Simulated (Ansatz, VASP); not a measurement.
## MgCd3O: VASP beside Ansatz

```xyz
5
Lattice="4.6913 0.0000 0.0000 0.0000 4.6913 0.0000 0.0000 0.0000 4.6913" Properties=species:S:1:pos:R:3 pbc="T T T"
Mg    2.3456    2.3456    2.3456
Cd    2.3456    0.0000    0.0000
Cd    0.0000    2.3456    0.0000
Cd    0.0000    0.0000    2.3456
O     0.0000    0.0000    0.0000
```

Change from the starting cell: species swapped into the KMnF3 type (Pm-3m, No. 221).

Alike in both runs: task relaxation of cell and atoms; functional PBE; k mesh 8 × 8 × 8; occupations gaussian, width 0.1 eV; no spin polarisation.

|  | VASP | Ansatz |
| --- | --- | --- |
| version | VASP 6.6.1 | Ansatz 0.2.0 |
| potentials or method | VASP PAW PBE potentials, release 64 (Mg, Cd, O), cutoff 600 eV | scalar-relativistic, plane waves, PAW |
| valence electrons in the cell | 44 | 76 |

|  | VASP | Ansatz | Ansatz less VASP |
| --- | --- | --- | --- |
| gap on the k mesh at the Fermi level, each at its own relaxed structure (eV) | none | none | - |
| relaxed volume (Å³/atom) | 20.90 | 20.80 | -0.101 |
| relaxed length of the cell vector where the two differ most in proportion (Å) | 4.710 | 4.702 | -0.0076 |

A gap of «none» marks a metal or a gap that the smearing closes. VASP's potentials hold 44 valence electrons a cell and Ansatz's 76, so a difference there can come from the potentials and not from the codes.
